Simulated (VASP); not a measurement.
# MgS (F-43m) in VASP: notebook, part 2 of 2

VASP 6.6.1. The steps go on from the part before.

## (4) Single point, PBE

INCAR

```
PREC     = Accurate       # precision mode
ENCUT    = 600            # plane-wave cutoff, eV
EDIFF    = 1E-6           # SCF threshold, eV
ISMEAR   = 0              # smearing method
SIGMA    = 0.1            # smearing width, eV
LREAL    = False          # projectors in reciprocal space
LASPH    = True           # aspherical terms in the spheres
NELM     = 120            # most SCF steps
ALGO     = Normal         # electronic algorithm
ISIF     = 2              # what is computed and relaxed
LWAVE    = False          # write WAVECAR
LCHARG   = False          # write CHGCAR
GGA      = PE             # functional
NBANDS   = 11             # bands
GGA_COMPAT= False
```

KPOINTS

```
regular mesh
0
Gamma
  8 8 8
```

POSCAR

```
MgS
1.0
    0.0000000000      2.8331200468      2.8331200468
    2.8331200468      0.0000000000      2.8331200468
    2.8331200468      2.8331200468      0.0000000000
Mg S
1 1
Direct
    0.2960000000      0.8860000000      0.8470000000
    1.0460000000      1.6360000000      1.5970000000
```

Potentials or basis: VASP PAW PBE potentials, release 64 (Mg, S).

Command:

```
$ cat potpaw_PBE.64/Mg/POTCAR potpaw_PBE.64/S/POTCAR > POTCAR
$ mpirun -np 1 vasp_std > vasp.out
```

OUTCAR:

```text
PREC = Accurate
   ENCUT = 600
   EDIFF = 1E-6
   ISMEAR = 0
   LREAL = False
   LASPH = True
   NELM = 120
   ISIF = 2
   GGA = PE

 ion  position               nearest neighbor table
   1  0.296  0.886  0.847-   2 2.45   2 2.45   2 2.45   2 2.45
   2  0.046  0.636  0.597-   1 2.45   1 2.45   1 2.45   1 2.45

  LATTYP: Found a face centered cubic cell.
 ALAT       =     5.6662400936

  Lattice vectors:

 A1 = (   0.0000000000,   2.8331200468,   2.8331200468)
 A2 = (   2.8331200468,   0.0000000000,   2.8331200468)
 A3 = (   2.8331200468,   2.8331200468,   0.0000000000)

Analysis of symmetry for initial positions (statically):
=====================================================================
 Subroutine PRICEL returns:
 Original cell was already a primitive cell.

 Routine SETGRP: Setting up the symmetry group for a
 face centered cubic supercell.

 Subroutine GETGRP returns: Found 24 space group operations
 (whereof  1 operations were pure point group operations)
 out of a pool of 48 trial point group operations.

The static configuration has the point symmetry C_1 .
 The point group associated with its full space group is T_d .

Analysis of symmetry for dynamics (positions and initial velocities):
=====================================================================
 Subroutine PRICEL returns:
 Original cell was already a primitive cell.

 Routine SETGRP: Setting up the symmetry group for a
 face centered cubic supercell.

 Subroutine GETGRP returns: Found 24 space group operations
 (whereof  1 operations were pure point group operations)
 out of a pool of 48 trial point group operations.

The dynamic configuration has the point symmetry C_1 .
 The point group associated with its full space group is T_d .

 Subroutine INISYM returns: Found 24 space group operations
 (whereof  1 operations are pure point group operations),
 and found     1 'primitive' translations

----------------------------------------------------------------------------------------

                                     Primitive cell

  volume of cell :      45.4805

  direct lattice vectors                    reciprocal lattice vectors
     0.000000000  2.833120047  2.833120047    -0.176483874  0.176483874  0.176483874
     2.833120047  0.000000000  2.833120047     0.176483874 -0.176483874  0.176483874
     2.833120047  2.833120047  0.000000000     0.176483874  0.176483874 -0.176483874

  length of vectors
     4.006636794  4.006636794  4.006636794     0.305679036  0.305679036  0.305679036

  position of ions in fractional coordinates (direct lattice)
     0.296000000  0.886000000  0.847000000
     0.046000000  0.636000000  0.597000000

  ion indices of the primitive-cell ions
   primitive index   ion index
                 1           1
                 2           2

----------------------------------------------------------------------------------------

 KPOINTS: regular mesh

Automatic generation of k-mesh.
 Grid dimensions read from file:
 generate k-points for:    8    8    8

 Generating k-lattice:

  Cartesian coordinates                     Fractional coordinates (reciprocal lattice)
    -0.022060484  0.022060484  0.022060484     0.125000000  0.000000000  0.000000000
     0.022060484 -0.022060484  0.022060484     0.000000000  0.125000000  0.000000000
     0.022060484  0.022060484 -0.022060484     0.000000000  0.000000000  0.125000000

  Length of vectors
     0.038209879  0.038209879  0.038209879

  Shift w.r.t. Gamma in fractional coordinates (k-lattice)
     0.000000000  0.000000000  0.000000000

 Subroutine IBZKPT returns following result:
 ===========================================

 Found     29 irreducible k-points:

 Following reciprocal coordinates:
            Coordinates               Weight
  0.000000  0.000000  0.000000      1.000000
  0.125000  0.000000  0.000000      8.000000
  0.250000  0.000000  0.000000      8.000000
  0.375000  0.000000  0.000000      8.000000
  0.500000  0.000000  0.000000      4.000000
  0.125000  0.125000  0.000000      6.000000
[... 16 lines left out ...]
  0.500000  0.250000  0.125000     48.000000
 -0.375000  0.250000  0.125000     24.000000
 [... further k-points ...]
   k-points           NKPTS =     29   k-points in BZ     NKDIM =     29   number of bands    NBANDS=     11
   number of dos      NEDOS =    301   number of ions     NIONS =      2
   total plane-waves  NPLWV =  32768
   dimension x,y,z NGX =    32 NGY =   32 NGZ =   32
   dimension x,y,z NGXF=    64 NGYF=   64 NGZF=   64
   ions per type =               1   1
   NGX,Y,Z   is equivalent  to a cutoff of  13.28, 13.28, 13.28 a.u.
   NGXF,Y,Z  is equivalent  to a cutoff of  26.56, 26.56, 26.56 a.u.
 SYSTEM =  unknown system
   PREC   = accura    normal or accurate (medium, high low for compatibility)
   ISTART =      0    job   : 0-new  1-cont  2-samecut
   ICHARG =      2    charge: 1-file 2-atom 10-const
   ISPIN  =      1    spin polarized calculation?
   LNONCOLLINEAR =      F non collinear calculations
   LSORBIT =      F    spin-orbit coupling
   LASPH  =      T    aspherical Exc in radial PAW
   ENCUT  =  600.0 eV  44.10 Ry    6.64 a.u.   8.00  8.00  8.00*2*pi/ulx,y,z
   NELM   =    120;   NELMIN=  2; NELMDL= -5     # of ELM steps
   EDIFF  = 0.1E-05   stopping-criterion for ELM
   LREAL  =      F    real-space projection
   EDIFFG = 0.1E-04   stopping-criterion for IOM
   NSW    =      0    number of steps for IOM
   IBRION =     -1    ionic relax: 0-MD 1-quasi-New 2-CG
   NFREE  =      0    steps in history (QN), initial steepest desc. (CG)
   ISIF   =      2    stress and relaxation
   ISYM   =      2    0-nonsym 1-usesym 2-fastsym
   POTIM  = 0.5000    time-step for ionic-motion
   TEBEG  =    0.0;   TEEND  =   0.0 temperature during run
   PSTRESS=    0.0 pullay stress
   NELECT =       8.0000    total number of electrons
   NUPDOWN=      -1.0000    fix difference up-down
   EMIN   =  10.00;   EMAX   =-10.00  energy-range for DOS
   EFERMI =   0.00;   METHOD = LEGACY
   ISMEAR =     0;   SIGMA  =   0.10  broadening in eV -4-tet -1-fermi 0-gaus
   EFERMI_NEDOS =   21; number of points for ismear=-14 and -15
   IALGO  =     38    algorithm
   IMIX   =      4    mixing-type and parameters
     AMIX     =   0.40;   BMIX     =  1.00
     AMIX_MAG =   1.60;   BMIX_MAG =  1.00
  volume/ion in A,a.u.               =      22.74       153.46
  Fermi-wavevector in a.u.,A,eV,Ry     =   0.917269  1.733386 11.447692  0.841382
  Thomas-Fermi vector in A             =   2.042218
   LORBIT       =      0    0 simple, 1 ext, 2 COOP (PROOUT), +10 PAW based schemes
   GGA     = PE    functional components
   LHFCALC =     F    Hartree Fock is set to
   AEXX    =    0.0000 exact exchange contribution
   IVDW    =     0    specifies the selected vdW correction
   LEPSILON=     F    determine dielectric tensor
   LRPA    =     F    only Hartree local field effects (RPA)
 non-spin polarized calculation
 Gauss-broadening in eV      SIGMA  =   0.10
  energy-cutoff  :      600.00
  volume of cell :       45.48
 maximum number of plane-waves:      1540
   NGX = 17   NGY = 17   NGZ = 17

 number of electron       8.0000000 magnetization

 Free energy of the ion-electron system (eV)
  ---------------------------------------------------
  ext. energy  EPLUGINS =         0.00000000
  ---------------------------------------------------
  free energy    TOTEN  =        -8.47164472 eV

  energy without entropy =       -8.47164472  energy(sigma->0) =       -8.47164472

 E-fermi :   1.4810     XC(G=0):  -8.3810

 val. band max:        1.0481775700   @ k =   0.0000   0.0000   0.0000
 cond. band min:       4.4947383692   @ k =   0.0000   0.0000   0.0000
 fundamental gap:      3.4465607992
 Fermi energy:         1.4809759366

 k-point     1 :       0.0000    0.0000    0.0000
  band No.  band energies     occupation
      1     -10.2111      2.00000
      2       1.0482      2.00000
      3       1.0482      2.00000
      4       1.0482      2.00000
      5       4.4947      0.00000
      6       8.9922      0.00000
      7       8.9922      0.00000
      8       8.9922      0.00000
      9      11.8745      0.00000
     10      11.8745      0.00000
     11      14.7524      0.00000
[... 309 lines left out ...]
 k-point    24 :      -0.3750    0.2500    0.1250
  band No.  band energies     occupation
      1      -9.4243      2.00000
      2      -1.7181      2.00000
      3      -0.2419      2.00000
      4       0.4048      2.00000
      5       7.1062      0.00000
      6       7.5351      0.00000
      7       9.7723      0.00000
      8       9.9087      0.00000
      9      12.4335      0.00000
     10      13.8759      0.00000
     11      15.2086      0.00000

 [... further k-points ...]
[... 5 lines left out ...]
  --------------------------------------------------------------------------------------
  -------------------------------------------------------------------------------------
  Total        0.2306377      0.2306377      0.2306377      0.0000000      0.0000000      0.0000000
  in kB        8.1248629      8.1248629      8.1248629      0.0000000      0.0000000      0.0000000
  external PRESSURE =       8.1248629 kB  Pullay stress =       0.0000000 kB

 VOLUME and BASIS-vectors are now :
 -----------------------------------------------------------------------------
  energy-cutoff  :      600.00
  volume of cell :       45.48
      direct lattice vectors                 reciprocal lattice vectors
     0.000000000  2.833120047  2.833120047    -0.176483874  0.176483874  0.176483874
     2.833120047  0.000000000  2.833120047     0.176483874 -0.176483874  0.176483874
     2.833120047  2.833120047  0.000000000     0.176483874  0.176483874 -0.176483874

 POSITION                                       TOTAL-FORCE (eV/Angst)
 -----------------------------------------------------------------------------------
      4.90980      3.23826      3.34875         0.000000      0.000000      0.000000
      3.49324      1.82170      1.93219        -0.000000     -0.000000     -0.000000
 -----------------------------------------------------------------------------------
    total drift:                               -0.000000      0.000000      0.000000

  FREE ENERGIE OF THE ION-ELECTRON SYSTEM (eV)
  ---------------------------------------------------
  free  energy   TOTEN  =        -8.4716447164 eV

  energy  without entropy=       -8.4716447164  energy(sigma->0) =       -8.47164472
```

It took 9.2 s on 1 thread of Intel Xeon Platinum 8375C at 2.90GHz (Ice Lake), shared host; peak memory 0.18 GiB.

Results:

```
Free energy            : -8.4716 eV
Pressure               : 0.8 GPa
Band gap on the k mesh : 3.45 eV, direct
```

Levels at points of the mesh, in eV from the valence-band top:
```csv
k point,band 2,band 3,band 4,band 5,band 6,band 7
"(0.00, 0.00, 0.00)",0.00,0.00,0.00,3.45,7.94,7.94
"(0.50, 0.00, 0.00)",-3.12,-0.33,-0.33,5.11,7.64,7.64
"(0.50, 0.50, 0.00)",-2.80,-1.03,-1.03,3.89,5.65,11.14
```

A k mesh can miss the band edges. A hybrid or GW would open this gap; PBE tends to underestimate it.
